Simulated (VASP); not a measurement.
# WC (WC type) (P-6m2) in VASP: notebook

Runs on WC (WC type). Level: PBE. Tasks: relaxation of cell and atoms.

Program: VASP 6.6.1. These are calculated values, not measurements. Logs are shortened: lines on timing, memory, paths and dates and some standing lists are left out, and cuts for length are marked.

## Step 1: The cell of the first run

It takes space group P-6m2 (No. 187, hexagonal). The conventional cell has a = 2.588 Å, b = 2.588 Å, c = 2.536 Å, α = 90.00°, β = 90.00°, γ = 120.00°. Within 2.6 Å of W (site symmetry -6m2) lie 6 C at 1.96 Å and 8 W at 2.54 to 2.59 Å. Within 2.6 Å of C (site symmetry -6m2) lie 6 W at 1.96 Å and 8 C at 2.54 to 2.59 Å.

## Step 2: Relaxation of cell and atoms, PBE, target pressure 280 GPa, at which the enthalpy is minimised

INCAR

```
PREC = Accurate
ENCUT = 600
EDIFF = 1E-7
ISMEAR = -1
SIGMA = 0.08
LREAL = False
LASPH = True
NELM = 60
ALGO = Normal
ISIF = 3
LWAVE = False
LCHARG = False
GGA = PE
IBRION = 2
NSW = 60
EDIFFG = -0.005
PSTRESS = 2800.0
```

KPOINTS

```
Automatic mesh
0
Gamma
  17 17 15
```

POSCAR

```
WC
1.0
    2.5878116570      0.0000000000      0.0000000000
   -1.2939058285      2.2411106351      0.0000000000
    0.0000000000      0.0000000000      2.5360554238
W C
1 1
Direct
    0.0000000000      0.0000000000      0.0000000000
    0.3333333333      0.6666666667      0.5000000000
```

Potentials or basis: VASP PAW PBE potentials, release 64 (W_sv, C).

The run is started by

```
> cat potpaw_PBE.64/W_sv/POTCAR potpaw_PBE.64/C/POTCAR > POTCAR
> mpirun -np 1 vasp_std > vasp.out
```

OUTCAR:

```text
PREC = Accurate
   ENCUT = 600
   EDIFF = 1E-7
   ISMEAR = -1
   LREAL = False
   LASPH = True
   NELM = 60
   ISIF = 3
   GGA = PE
   IBRION = 2
   NSW = 60
   EDIFFG = -0.005
   PSTRESS = 2800.0

 ion  position               nearest neighbor table
   1  0.000  0.000  0.000-   2 1.96   2 1.96   2 1.96   2 1.96   2 1.96   2 1.96
   2  0.333  0.667  0.500-   1 1.96   1 1.96   1 1.96   1 1.96   1 1.96   1 1.96

  LATTYP: Found a hexagonal cell.
 ALAT       =     2.5878116570
 C/A-ratio  =     0.9800000000

  Lattice vectors:

 A1 = (   2.5878116570,   0.0000000000,   0.0000000000)
 A2 = (  -1.2939058285,   2.2411106351,   0.0000000000)
 A3 = (   0.0000000000,   0.0000000000,   2.5360554238)

Analysis of symmetry for initial positions (statically):
=====================================================================
 Subroutine PRICEL returns:
 Original cell was already a primitive cell.

 Routine SETGRP: Setting up the symmetry group for a
 hexagonal supercell.

 Subroutine GETGRP returns: Found 12 space group operations
 (whereof 12 operations were pure point group operations)
 out of a pool of 24 trial point group operations.

The static configuration has the point symmetry D_3h.

Analysis of symmetry for dynamics (positions and initial velocities):
=====================================================================
 Subroutine PRICEL returns:
 Original cell was already a primitive cell.

 Routine SETGRP: Setting up the symmetry group for a
 hexagonal supercell.

 Subroutine GETGRP returns: Found 12 space group operations
 (whereof 12 operations were pure point group operations)
 out of a pool of 24 trial point group operations.

The dynamic configuration has the point symmetry D_3h.

 Subroutine INISYM returns: Found 12 space group operations
 (whereof 12 operations are pure point group operations),
 and found     1 'primitive' translations

----------------------------------------------------------------------------------------

                                     Primitive cell

  volume of cell :      14.7080

  direct lattice vectors                    reciprocal lattice vectors
     2.587811657  0.000000000  0.000000000     0.386426886  0.223103667  0.000000000
    -1.293905829  2.241110635  0.000000000     0.000000000  0.446207333  0.000000000
     0.000000000  0.000000000  2.536055424     0.000000000  0.000000000  0.394313149

  length of vectors
     2.587811657  2.587811657  2.536055424     0.446207333  0.446207333  0.394313149

  position of ions in fractional coordinates (direct lattice)
     0.000000000  0.000000000  0.000000000
     0.333333333  0.666666667  0.500000000

  ion indices of the primitive-cell ions
   primitive index   ion index
                 1           1
                 2           2

----------------------------------------------------------------------------------------

 KPOINTS: Automatic mesh

Automatic generation of k-mesh.
 Grid dimensions read from file:
 generate k-points for:   17   17   15

 Generating k-lattice:

  Cartesian coordinates                     Fractional coordinates (reciprocal lattice)
     0.022730993  0.013123745  0.000000000     0.058823529 -0.000000000  0.000000000
     0.000000000  0.026247490  0.000000000     0.000000000  0.058823529  0.000000000
     0.000000000  0.000000000  0.026287543     0.000000000  0.000000000  0.066666667

  Length of vectors
     0.026247490  0.026247490  0.026287543

  Shift w.r.t. Gamma in fractional coordinates (k-lattice)
     0.000000000  0.000000000  0.000000000

 Subroutine IBZKPT returns following result:
 ===========================================

 Found    264 irreducible k-points:

 Following reciprocal coordinates:
            Coordinates               Weight
  0.000000  0.000000  0.000000      1.000000
  0.058824  0.000000  0.000000      6.000000
  0.117647  0.000000  0.000000      6.000000
  0.176471  0.000000  0.000000      6.000000
  0.235294  0.000000  0.000000      6.000000
  0.294118  0.000000  0.000000      6.000000
[... 16 lines left out ...]
  0.411765  0.117647  0.000000     12.000000
  0.176471  0.176471  0.000000      6.000000
 [... further k-points ...]
   k-points           NKPTS =    264   k-points in BZ     NKDIM =    264   number of bands    NBANDS=     13
   number of dos      NEDOS =    301   number of ions     NIONS =      2
   total plane-waves  NPLWV =  11520
   dimension x,y,z NGX =    24 NGY =   24 NGZ =   20
   dimension x,y,z NGXF=    48 NGYF=   48 NGZF=   40
   ions per type =               1   1
   NGX,Y,Z   is equivalent  to a cutoff of  15.42, 15.42, 13.11 a.u.
   NGXF,Y,Z  is equivalent  to a cutoff of  30.84, 30.84, 26.22 a.u.
 SYSTEM =  unknown system
   PREC   = accura    normal or accurate (medium, high low for compatibility)
   ISTART =      0    job   : 0-new  1-cont  2-samecut
   ICHARG =      2    charge: 1-file 2-atom 10-const
   ISPIN  =      1    spin polarized calculation?
   LNONCOLLINEAR =      F non collinear calculations
   LSORBIT =      F    spin-orbit coupling
   LASPH  =      T    aspherical Exc in radial PAW
   ENCUT  =  600.0 eV  44.10 Ry    6.64 a.u.   5.17  5.17  5.07*2*pi/ulx,y,z
   NELM   =     60;   NELMIN=  2; NELMDL= -5     # of ELM steps
   EDIFF  = 0.1E-06   stopping-criterion for ELM
   LREAL  =      F    real-space projection
   EDIFFG = -.5E-02   stopping-criterion for IOM
   NSW    =     60    number of steps for IOM
   IBRION =      2    ionic relax: 0-MD 1-quasi-New 2-CG
   NFREE  =      1    steps in history (QN), initial steepest desc. (CG)
   ISIF   =      3    stress and relaxation
   ISYM   =      2    0-nonsym 1-usesym 2-fastsym
   POTIM  = 0.5000    time-step for ionic-motion
   TEBEG  =    0.0;   TEEND  =   0.0 temperature during run
   PSTRESS= 2800.0 pullay stress
   NELECT =      18.0000    total number of electrons
   NUPDOWN=      -1.0000    fix difference up-down
   EMIN   =  10.00;   EMAX   =-10.00  energy-range for DOS
   EFERMI =   0.00;   METHOD = LEGACY
   ISMEAR =    -1;   SIGMA  =   0.08  broadening in eV -4-tet -1-fermi 0-gaus
   EFERMI_NEDOS =   21; number of points for ismear=-14 and -15
   IALGO  =     38    algorithm
   IMIX   =      4    mixing-type and parameters
     AMIX     =   0.40;   BMIX     =  1.00
     AMIX_MAG =   1.60;   BMIX_MAG =  1.00
  volume/ion in A,a.u.               =       7.35        49.63
  Fermi-wavevector in a.u.,A,eV,Ry     =   1.751113  3.309123 41.720846  3.066396
  Thomas-Fermi vector in A             =   2.821701
   LORBIT       =      0    0 simple, 1 ext, 2 COOP (PROOUT), +10 PAW based schemes
   GGA     = PE    functional components
   LHFCALC =     F    Hartree Fock is set to
   AEXX    =    0.0000 exact exchange contribution
   IVDW    =     0    specifies the selected vdW correction
   LEPSILON=     F    determine dielectric tensor
   LRPA    =     F    only Hartree local field effects (RPA)
 conjugate gradient relaxation of ions
 non-spin polarized calculation
  energy-cutoff  :      600.00
  volume of cell :       14.71
 maximum number of plane-waves:       515
 NGX is ok and might be reduce to    24
   NGX = 11   NGY = 11   NGZ = 11

--------------------------------------- Ionic step        1  -------------------------------------------

 number of electron      18.0000000 magnetization

 Free energy of the ion-electron system (eV)
  ---------------------------------------------------
  ext. energy  EPLUGINS =         0.00000000
  ---------------------------------------------------
  free energy    TOTEN  =       -18.12476530 eV

  energy without entropy =      -18.12013794  energy(sigma->0) =      -18.12245162

------------------------ aborting loop because EDIFF is reached ----------------------------------------

  FORCE on cell =-STRESS in cart. coord.  units (eV):
  Direction    XX          YY          ZZ          XY          YZ          ZX
  --------------------------------------------------------------------------------------
  -------------------------------------------------------------------------------------
  Total       26.0552188     26.0552188     29.0127837      0.0000000     -0.0000000      0.0000000
  in kB     2838.2497267   2838.2497265   3160.4234842      0.0000000     -0.0000000      0.0000000
  external PRESSURE =     145.6409791 kB  Pullay stress =    2800.0000000 kB
[... 289 lines left out ...]
  enthalpy is  TOTEN    =         7.5529360819 eV   P V=       25.9537606086

--------------------------------------- Ionic step        9  -------------------------------------------

 number of electron      18.0000002 magnetization

 Free energy of the ion-electron system (eV)
  ---------------------------------------------------
  ext. energy  EPLUGINS =         0.00000000
  ---------------------------------------------------
  free energy    TOTEN  =       -18.39084767 eV

  energy without entropy =      -18.38619300  energy(sigma->0) =      -18.38852034

 E-fermi :  16.8076     XC(G=0): -15.7658

 val. band max:       16.7659828329   @ k =   0.3529   0.2941   0.0000
 cond. band min:      16.8420922904   @ k =   0.4118   0.0000   0.4000
 fundamental gap:      0.0761094576
 Fermi energy:        16.8076063459

 k-point     1 :       0.0000    0.0000    0.0000
  band No.  band energies     occupation
      1     -56.9769      2.00000
      2     -20.9647      2.00000
      3     -20.4277      2.00000
      4     -20.4277      2.00000
      5      -0.5085      2.00000
      6       9.8256      2.00000
      7      11.7110      2.00000
      8      11.7110      2.00000
      9      16.5958      1.86766
     10      21.5404      0.00000
     11      21.5404      0.00000
     12      24.0831      0.00000
     13      24.0831      0.00000
[... 353 lines left out ...]
 k-point    24 :       0.1765    0.1765    0.0000
  band No.  band energies     occupation
      1     -56.7833      2.00000
      2     -22.1418      2.00000
      3     -21.0308      2.00000
      4     -20.6791      2.00000
      5       2.5589      2.00000
      6       8.6163      2.00000
      7      12.1912      2.00000
      8      12.2552      2.00000
      9      14.1847      2.00000
     10      19.4125      0.00000
     11      20.6032      0.00000
     12      23.7192      0.00000
     13      26.5350      0.00000

 [... further k-points ...]

------------------------ aborting loop because EDIFF is reached ----------------------------------------

  FORCE on cell =-STRESS in cart. coord.  units (eV):
  Direction    XX          YY          ZZ          XY          YZ          ZX
  --------------------------------------------------------------------------------------
  -------------------------------------------------------------------------------------
  Total       25.9502751     25.9502750     25.9443141      0.0000000      0.0000000      0.0000000
  in kB     2800.7021148   2800.7021145   2800.0587781      0.0000000      0.0000000      0.0000000
  external PRESSURE =       0.4876691 kB  Pullay stress =    2800.0000000 kB
[... 17 lines left out ...]
  FREE ENERGIE OF THE ION-ELECTRON SYSTEM (eV)
  ---------------------------------------------------
  free  energy   TOTEN  =       -18.3908476737 eV

  energy  without entropy=      -18.3861930007  energy(sigma->0) =      -18.38852034

  enthalpy is  TOTEN    =         7.5529218412 eV   P V=       25.9437695149

 reached required accuracy - stopping structural energy minimisation
```

Wall time 3.9 min (1 thread of Intel Xeon Platinum 8488C (Sapphire Rapids), shared host); peak memory 0.21 GiB.

Results:

```
Free energy                                                : -18.3908 eV
Relaxed volume                                             : 7.42 Å³/atom
Relaxed cell                                               : a = 2.578 Å, b = 2.578 Å, c = 2.579 Å, α = 90.00°, β = 90.00°, γ = 120.00°
Space group after relaxing (to 0.1 Å)                      : P-6m2 (No. 187)
Energy change on relaxing (the run minimises the enthalpy) : -133.0 meV/atom
Ionic steps                                                : 9
Pressure after relaxing                                    : 280.0 GPa
Band gap on the k mesh                                     : zero (bands 9 and 10 overlap by 2.58 eV)
```

Step by step:
```csv
step,energy change (eV),largest force (eV/Å),pressure (GPa),volume (Å³)
1,0.0000,0.0000,294.56,14.71
2,-1.9991,0.0000,177.57,16.15
3,-0.4391,0.0000,271.41,14.95
4,-0.4050,0.0000,273.23,14.93
5,0.2058,0.0000,301.37,14.60
6,-0.2673,0.0000,280.00,14.85
7,-0.2644,0.0000,280.13,14.84
8,-0.2761,0.0000,279.51,14.85
9,-0.2661,0.0000,280.05,14.85
```

Final structure:
```xyz
2
Lattice="2.5779 0.0000 0.0000 -1.2890 2.2325 0.0000 0.0000 0.0000 2.5794" Properties=species:S:1:pos:R:3 pbc="T T T"
W     0.0000    0.0000    0.0000
C     0.0000    1.4884    1.2897
```

Caveat: the cell is relaxed towards a set pressure, so the run minimises the enthalpy, not the energy; spin-orbit coupling is left out, which moves the levels of the heavy elements.

## Step 3: Relaxation of cell and atoms, PBE, target pressure 280 GPa, at which the enthalpy is minimised

This run uses another cell than the first one, of 7.39 Å³/atom.

INCAR

```
PREC = Accurate
ENCUT = 600
EDIFF = 1E-7
ISMEAR = -1
SIGMA = 0.08
LREAL = F
LASPH = T
NELM = 100
ALGO = Normal
ISIF = 3
LWAVE = F
LCHARG = F
GGA = PE
IBRION = 2
NSW = 32
EDIFFG = -0.005
PSTRESS = 2800.0
```

KPOINTS

```
regular mesh
0
Gamma
  17 17 15
```

POSCAR

```
WC
1.0
    2.5743089750      0.0000000000      0.0000000000
   -1.2871544875      2.2294169695      0.0000000000
    0.0000000000      0.0000000000      2.5754811571
W C
1 1
Direct
    0.0000000000      0.0000000000      0.0000000000
    0.3333333333      0.6666666667      0.5000000000
```

Potentials or basis: VASP PAW PBE potentials, release 64 (W_sv, C).

The run is started by

```
> cat potpaw_PBE.64/W_sv/POTCAR potpaw_PBE.64/C/POTCAR > POTCAR
> mpirun -np 1 vasp_std > vasp.out
```

OUTCAR:

```text
PREC = Accurate
   ENCUT = 600
   EDIFF = 1E-7
   ISMEAR = -1
   LREAL = F
   LASPH = T
   NELM = 100
   ISIF = 3
   GGA = PE
   IBRION = 2
   NSW = 32
   EDIFFG = -0.005
   PSTRESS = 2800.0

 ion  position               nearest neighbor table
   1  0.000  0.000  0.000-   2 1.97   2 1.97   2 1.97   2 1.97   2 1.97   2 1.97
   2  0.333  0.667  0.500-   1 1.97   1 1.97   1 1.97   1 1.97   1 1.97   1 1.97

  LATTYP: Found a hexagonal cell.
 ALAT       =     2.5743089750
 C/A-ratio  =     1.0004553385

  Lattice vectors:

 A1 = (   2.5743089750,   0.0000000000,   0.0000000000)
 A2 = (  -1.2871544875,   2.2294169695,   0.0000000000)
 A3 = (   0.0000000000,   0.0000000000,   2.5754811571)

Analysis of symmetry for initial positions (statically):
=====================================================================
 Subroutine PRICEL returns:
 Original cell was already a primitive cell.

 Routine SETGRP: Setting up the symmetry group for a
 hexagonal supercell.

 Subroutine GETGRP returns: Found 12 space group operations
 (whereof 12 operations were pure point group operations)
 out of a pool of 24 trial point group operations.

The static configuration has the point symmetry D_3h.

Analysis of symmetry for dynamics (positions and initial velocities):
=====================================================================
 Subroutine PRICEL returns:
 Original cell was already a primitive cell.
[... 270 lines left out ...]

 number of electron      18.0000000 magnetization

 Free energy of the ion-electron system (eV)
  ---------------------------------------------------
  ext. energy  EPLUGINS =         0.00000000
  ---------------------------------------------------
  free energy    TOTEN  =       -18.39146738 eV

  energy without entropy =      -18.38681214  energy(sigma->0) =      -18.38913976

 E-fermi :  16.8073     XC(G=0): -15.7657

 val. band max:       16.7656209976   @ k =   0.3529   0.2941   0.0000
 cond. band min:      16.8416693685   @ k =   0.4118  -0.0000   0.4000
 fundamental gap:      0.0760483709
 Fermi energy:        16.8072871979

 k-point     1 :       0.0000    0.0000    0.0000
  band No.  band energies     occupation
      1     -56.9769      2.00000
      2     -20.9650      2.00000
      3     -20.4279      2.00000
      4     -20.4279      2.00000
      5      -0.5088      2.00000
      6       9.8253      2.00000
      7      11.7109      2.00000
      8      11.7109      2.00000
      9      16.5952      1.86814
     10      21.5401      0.00000
     11      21.5401      0.00000
     12      24.0827      0.00000
     13      24.0827      0.00000
[... 354 lines left out ...]
  band No.  band energies     occupation
      1     -56.7833      2.00000
      2     -22.1419      2.00000
      3     -21.0310      2.00000
      4     -20.6794      2.00000
      5       2.5586      2.00000
      6       8.6162      2.00000
      7      12.1907      2.00000
      8      12.2550      2.00000
      9      14.1845      2.00000
     10      19.4121      0.00000
     11      20.6028      0.00000
     12      23.7189      0.00000
     13      26.5345      0.00000

 [... further k-points ...]

------------------------ aborting loop because EDIFF is reached ----------------------------------------

  FORCE on cell =-STRESS in cart. coord.  units (eV):
  Direction    XX          YY          ZZ          XY          YZ          ZX
  --------------------------------------------------------------------------------------
  -------------------------------------------------------------------------------------
  Total       25.9462005     25.9462005     25.9388438      0.0000000     -0.0000000     -0.0000000
  in kB     2800.2123127   2800.2123126   2799.4183503      0.0000000     -0.0000000     -0.0000000
  external PRESSURE =      -0.0523415 kB  Pullay stress =    2800.0000000 kB
[... 21 lines left out ...]
  energy  without entropy=      -18.3868121409  energy(sigma->0) =      -18.38913976

  enthalpy is  TOTEN    =         7.5527658437 eV   P V=       25.9442332238

 reached required accuracy - stopping structural energy minimisation
```

OSZICAR:

```text
N       E                     dE             d eps       ncg     rms          rms(c)
DAV:   1     0.125041348546E+03    0.12504E+03   -0.10848E+04  6880   0.179E+03
DAV:   2    -0.177723092774E+02   -0.14281E+03   -0.13898E+03  7829   0.425E+02
DAV:   3    -0.214465120309E+02   -0.36742E+01   -0.36522E+01  7990   0.630E+01
DAV:   4    -0.214688703466E+02   -0.22358E-01   -0.22354E-01  7579   0.528E+00
[... 31 lines left out ...]
   3 F= 0.75527663E+01 E0= 0.75550947E+01  d E =-.119262E-02
       N       E                     dE             d eps       ncg     rms          rms(c)
DAV:   1    -0.183914681720E+02    0.22930E-02   -0.24234E-05  7274   0.834E-02    0.230E-02
DAV:   2    -0.183914674266E+02    0.74537E-06   -0.14931E-06  7094   0.183E-02    0.589E-03
DAV:   3    -0.183914673801E+02    0.46498E-07   -0.22209E-07  5141   0.616E-03
   4 F= 0.75527658E+01 E0= 0.75550935E+01  d E =-.119305E-02
```

Wall time 1.7 min (1 thread of Intel Xeon Platinum 8488C (Sapphire Rapids), shared host); peak memory 0.22 GiB.

What came out:

| Property | Result |
| --- | --- |
| Free energy | -18.3915 eV |
| Relaxed volume | 7.42 Å³/atom |
| Relaxed cell | a = 2.578 Å, b = 2.578 Å, c = 2.579 Å, α = 90.00°, β = 90.00°, γ = 120.00° |
| Space group after relaxing (to 0.1 Å) | P-6m2 (No. 187) |
| Energy change on relaxing (the run minimises the enthalpy) | -56.7 meV/atom |
| Ionic steps | 4 |
| Pressure after relaxing | 280.0 GPa |
| Band gap on the k mesh | zero (bands 9 and 10 overlap by 2.58 eV) |

Stress tensor (GPa, compression positive):
```
280.02   0.00   0.00
  0.00 280.02   0.00
  0.00   0.00 279.94
```

The path:
```
step  energy change (eV)  largest force (eV/Å)  pressure (GPa)  volume (Å³)
   1              0.0000                0.0000          285.98        14.78
   2             -0.9688                0.0000          234.35        15.38
   3             -0.1157                0.0000          279.90        14.85
   4             -0.1134                0.0000          279.99        14.85
```

Final structure:
```yaml
crystal:
  lattice:
    - [2.57791, 0.00000, 0.00000]
    - [-1.28896, 2.23254, 0.00000]
    - [0.00000, 0.00000, 2.57945]
  atoms:
    - { symbol: W, position: [0.00000, 0.00000, 0.00000] }
    - { symbol: C, position: [0.33333, 0.66667, 0.50000] }
```

Caveat: the cell is relaxed towards a set pressure, so the run minimises the enthalpy, not the energy; spin-orbit coupling is left out, which moves the levels of the heavy elements.
